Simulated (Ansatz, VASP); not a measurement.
**IrS in VASP and in Ansatz**

File POSCAR:

```
IrS
1.0
    0.0000000000      2.4605182162      2.4605182162
    2.4605182162      0.0000000000      2.4605182162
    2.4605182162      2.4605182162      0.0000000000
Ir S
1 1
Direct
    0.5000000000      0.5000000000      0.5000000000
    0.0000000000      0.0000000000      0.0000000000
```

File INCAR.step1:

```
SYSTEM = IrS
PREC = Accurate
ENCUT = 520
ISMEAR = 0
SIGMA = 0.05
LREAL = .FALSE.
LASPH = .TRUE.
NELM = 150
LMAXMIX = 4
LDAU = .TRUE.
LDAUTYPE = 2
LDAUL = 2 -1
LDAUU = 4 0
LDAUJ = 0 0
NBANDS = 14
GGA = PE
ALGO = Normal
EDIFF = 1E-4
LWAVE = .TRUE.
LCHARG = .FALSE.
```

INCAR.step2

```
SYSTEM = IrS
PREC = Accurate
ENCUT = 520
EDIFF = 1E-6
ISMEAR = 0
SIGMA = 0.05
LREAL = .FALSE.
LASPH = .TRUE.
NELM = 150
ALGO = Normal
ISIF = 2
LWAVE = .FALSE.
LCHARG = .FALSE.
LMAXMIX = 4
LDAU = .TRUE.
LDAUTYPE = 2
LDAUL = 2 -1
LDAUU = 4 0
LDAUJ = 0 0
LDAUPRINT = 1
METAGGA = R2SCAN
LMIXTAU = .TRUE.
NBANDS = 14
ISTART = 1
```

File KPOINTS:

```
regular mesh
0
G
  12 12 12
  0 0 0
```

Input for Ansatz:

```yaml
crystal:
  lattice:
    - [0.0, 2.4605182162, 2.4605182162]
    - [2.4605182162, 0.0, 2.4605182162]
    - [2.4605182162, 2.4605182162, 0.0]
  atoms:
    - { symbol: Ir, position: [0.5, 0.5, 0.5] }
    - { symbol: S, position: [0.0, 0.0, 0.0] }
basis:
  ecutwfc: 500
  ecutrho_ratio: 4
kpoints:
  mp_grid: { grid: [12, 12, 12] }
hamiltonian:
  xc: r2scan
  hubbard: { sites: [{ species: Ir, l: d, u_eff: 4.0 }], double_counting: fll }
scf:
  occupations: { method: gaussian, width: 0.05 }
output:
  forces: true
  stress: true
```

Alike in both runs: task single point; functional r2SCAN; k mesh 12 × 12 × 12; occupations gaussian, width 0.05 eV; no spin polarisation; Hubbard terms Ir d U = 4.0 eV.

|  | VASP | Ansatz |
| --- | --- | --- |
| version | VASP 6.6.1 | Ansatz 0.2.0 |
| potentials or method | VASP PAW PBE potentials, release 64 (Ir, S), cutoff 520 eV | scalar-relativistic, plane waves, PAW |
| valence electrons in the cell | 15 | 23 |

|  | VASP | Ansatz | Ansatz less VASP |
| --- | --- | --- | --- |
| pressure (GPa) | -0.2 | 2.0 | +2.12 |

VASP's potentials were made for PBE, not for r2SCAN. The programs project onto different local orbitals, so the same U acts differently, and such runs can settle in different states. VASP's potentials hold 15 valence electrons a cell and Ansatz's 23, so a difference there can come from the potentials and not from the codes. Ansatz's warnings: filled band counts differ across k points.

Neither program's run includes spin-orbit coupling.
